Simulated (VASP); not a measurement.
# B: single point with PBE

Crystal: B.

```
B
1.0
     1.84683    0.00000    0.00000
    -0.92342    1.59941    0.00000
     0.00000    0.00000    5.42242
B
2
Direct
  0.00000 0.00000 0.33258
  0.00000 0.00000 0.66742
```

* Program: VASP 6.6.1
* Task: single point
* Functional: PBE
* Potentials or basis: VASP PAW PBE potentials, release 64 (B)
* Cutoff: 520 eV
* k mesh: 12 × 12 × 4
* Occupations: gaussian, width 0.1 eV
* Spin: no spin polarisation

| Item | Value |
| --- | --- |
| Pressure | 0.1 GPa |
| Largest force | 0.013 eV/Å |
| Band gap on the k mesh | zero (band 3 reaches 7.18 eV, above the bottom of band 4 at 5.32 eV) |

Forces in eV/Å, atoms in the order of the input:
```
B    0.000  0.000 -0.013
B    0.000  0.000  0.013
```

Stress tensor (GPa, compression positive):
```
-0.05  0.00  0.00
 0.00 -0.05  0.00
 0.00  0.00  0.25
```

Levels at points of the mesh, in eV from the Fermi level:
| k point | band 1 | band 2 | band 3 | band 4 | band 5 | band 6 | band 7 |
| --- | --- | --- | --- | --- | --- | --- | --- |
| (0.00, 0.00, 0.00) | -18.10 | -13.29 | -8.94 | 2.25 | 5.36 | 19.09 | 19.09 |
| (0.50, 0.00, 0.00) | -9.11 | -5.92 | -3.71 | 1.64 | 2.37 | 9.18 | 11.83 |
| (0.00, 0.00, 0.50) | -18.03 | -13.76 | -7.71 | -1.10 | 10.52 | 17.14 | 19.10 |
| (0.50, 0.00, 0.50) | -9.07 | -6.01 | -3.69 | 1.01 | 3.22 | 11.14 | 11.84 |

Wall time 3.2 s on 1 thread of Intel(R) Xeon(R) 6975P-C (Granite Rapids), on a shared host, peak memory 0.12 GiB.

Caveat: this functional lacks dispersion, which binds the layers, so the pressure and a relaxed spacing across them are unreliable.
